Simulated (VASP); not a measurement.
A run of VASP 6.6.1 is set up as follows.

The input INCAR:

```
ALGO     = Normal         # electronic algorithm
EDIFF    = 1E-7           # SCF threshold, eV
EDIFFG   = -0.03          # ionic threshold
ENCUT    = 500            # plane-wave cutoff, eV
GGA_COMPAT= False        
IBRION   = 2              # ionic algorithm
ISIF     = 3              # what is computed and relaxed
ISMEAR   = 1              # smearing method
LASPH    = True           # aspherical terms in the spheres
LCHARG   = False          # write CHGCAR
LREAL    = False          # projectors in reciprocal space
LWAVE    = False          # write WAVECAR
NELM     = 120            # most SCF steps
NELMIN   = 4            
NSW      = 80             # ionic steps
PREC     = Accurate       # precision mode
SIGMA    = 0.02           # smearing width, eV
```

The input KPOINTS:

```
k-points
0
Gamma
  4 4 4
```

POSCAR

```
CsH
1.0
    0.0000000000      3.1880000000      3.1880000000
    3.1880000000      0.0000000000      3.1880000000
    3.1880000000      3.1880000000      0.0000000000
Cs H
1 1
Direct
    0.0000000000      0.0000000000      0.0000000000
    0.5000000000      0.5000000000      0.5000000000
```

Potentials or basis: VASP PAW LDA potentials, release 64 (Cs_sv, H).

Run with:

```bash
$ cat potpaw_LDA.64/Cs_sv/POTCAR potpaw_LDA.64/H/POTCAR > POTCAR
$ mpirun -np 1 vasp_std > vasp.out
```

Q: Estimate the band gap on the k mesh.

A: 1.75 eV.

Q: Predict the relaxed volume.

A: 28.84 Å³/atom.

Q: Estimate the space group after relaxing (to 0.1 Å).

A: Fm-3m (No. 225).

The path:
```csv
step,energy change (eV),largest force (eV/Å),pressure (GPa),volume (Å³)
1,0.0000,0.0000,-1.23,64.80
2,-0.0157,0.0000,-0.94,62.49
3,-0.0325,0.0000,-0.12,57.68
```

Caveat: the k points lie up to 0.44 Å⁻¹ apart in the final cell; spin-orbit coupling is left out, which moves the levels of the heavy elements. LDA gaps usually lie below the measured ones, often by a third to a half.
